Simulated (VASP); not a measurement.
Wanted: the native input for a VASP 6.6.1 run.

```
Task                   : single point
Functional             : LDA
Potentials or basis    : VASP PAW LDA potentials, release 64 (Ca_sv, I)
Cutoff                 : 520 eV
k mesh                 : 7 × 7 × 5
Occupations            : fermi-dirac, width 0.05 eV
Spin                   : no spin polarisation
Dipole correction      : no
Further INCAR settings : ALGO = Normal; EDIFF = 1e-06; NBANDS = 16
```

The structure of CaI lies in POSCAR:

```
CaI
1.0
    4.1468204600      0.0000000000      0.0000000000
   -2.0734102300      3.5912518700      0.0000000000
    0.0000000000      0.0000000000      4.5762290000
Ca I
1 1
Direct
    0.0000000000      0.0000000000      0.5000000000
    0.6666666667      0.3333333333      0.0000000000
```

The input as run:

INCAR

```
SYSTEM = CaI
PREC = Accurate
ENCUT = 520
EDIFF = 1E-6
ISMEAR = -1
SIGMA = 0.05
LREAL = .False.
LASPH = .True.
NELM = 80
ALGO = Normal
ISIF = 2
LWAVE = .False.
LCHARG = .False.
GGA = CA
NBANDS = 16
```

KPOINTS

```
regular mesh
0
Gamma
  7 7 5
  0 0 0
```

Potentials or basis: VASP PAW LDA potentials, release 64 (Ca_sv, I).

Launch:

```bash
$ cat potpaw_LDA.64/Ca_sv/POTCAR potpaw_LDA.64/I/POTCAR > POTCAR
$ mpirun -np 1 vasp_std > vasp.out
```

It gave:

```
Pressure : -3.0 GPa
```

Caveat: an odd number of electrons without spin polarisation forces a metal; a magnetic or distorted state may lie lower.

Run time: 13 s on 1 thread of AMD EPYC 9R45 (Zen 5) (shared host), peak memory 0.14 GiB.
